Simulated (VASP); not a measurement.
Here is a VASP 6.6.1 calculation.

File INCAR:

```
ALGO = Normal
EDIFF = 1E-8
ENCUT = 520
GGA = PS
IBRION = 8
ISIF = 2
ISMEAR = 0
LASPH = True
LCHARG = True
LREAL = False
LWAVE = False
NELM = 100
NSW = 1
PREC = Accurate
SIGMA = 0.15
```

Contents of KPOINTS:

```
k-points
0
Gamma
  10 10 10
```

POSCAR

```
LaP
1.0
    0.0000000000      2.9894925828      2.9894925828
    2.9894925828      0.0000000000      2.9894925828
    2.9894925828      2.9894925828      0.0000000000
La P
1 1
Direct
    0.5000000000      0.5000000000      0.5000000000
    0.0000000000      0.0000000000      0.0000000000
```

Potentials or basis: VASP PAW PBE potentials, release 64 (La, P).

The run is started by

```sh
$ cat potpaw_PBE.64/La/POTCAR potpaw_PBE.64/P/POTCAR > POTCAR
$ mpirun -np 1 vasp_std > vasp.out
```

Q: Predict the highest phonon frequency at Γ, LO-TO splitting left out.

A: 170 cm⁻¹.

Phonon frequencies in cm⁻¹ (negative: imaginary):
```
              q point        frequencies
(0.000, 0.000, 0.000)  0 0 0 170 170 170
```

Caveat: the cell differs from its parent crystal (phonons by finite displacements).
